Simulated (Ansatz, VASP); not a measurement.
Two plane-wave programs on ZnS

```
CELL_PARAMETERS angstrom
3.81200 0.00000 0.00000
-1.90600 3.30129 0.00000
0.00000 0.00000 18.68999
ATOMIC_POSITIONS crystal
Zn 0.00000 0.00000 0.00000
Zn 0.00000 0.00000 0.50000
Zn 0.33333 0.66667 0.16667
Zn 0.66667 0.33333 0.66667
Zn 0.66667 0.33333 0.33333
Zn 0.33333 0.66667 0.83333
S 0.00000 0.00000 0.12500
S 0.00000 0.00000 0.62500
S 0.33333 0.66667 0.29167
S 0.66667 0.33333 0.79167
S 0.66667 0.33333 0.45833
S 0.33333 0.66667 0.95833
```

Alike in both runs: task single point; functional r2SCAN; k mesh 6 × 6 × 2; occupations gaussian, width 0.02 eV; no spin polarisation.

```csv
,VASP,Ansatz
version,VASP 6.6.1,Ansatz 0.2.0
potentials or method,"VASP PAW PBE potentials, release 64 (Zn, S), cutoff 520 eV","scalar-relativistic, plane waves, PAW"
valence electrons in the cell,108,108
```

Ansatz gave:

| Item | Value |
| --- | --- |
| gap on the k mesh at the Fermi level (eV) | 2.72 |
| least direct gap on the mesh (eV) | 2.72 |
| pressure (GPa) | -0.1 |
| rms of the force components (eV/Å) | 0.010 |

Q: What did VASP give for the same quantities?

A: gap on the k mesh at the Fermi level (eV): 2.73; least direct gap on the mesh (eV): 2.73; pressure (GPa): -0.1; rms of the force components (eV/Å): 0.011.

VASP's potentials were made for PBE, not for r2SCAN. Atom by atom the forces differ by 0.004 eV/Å (rms over components).
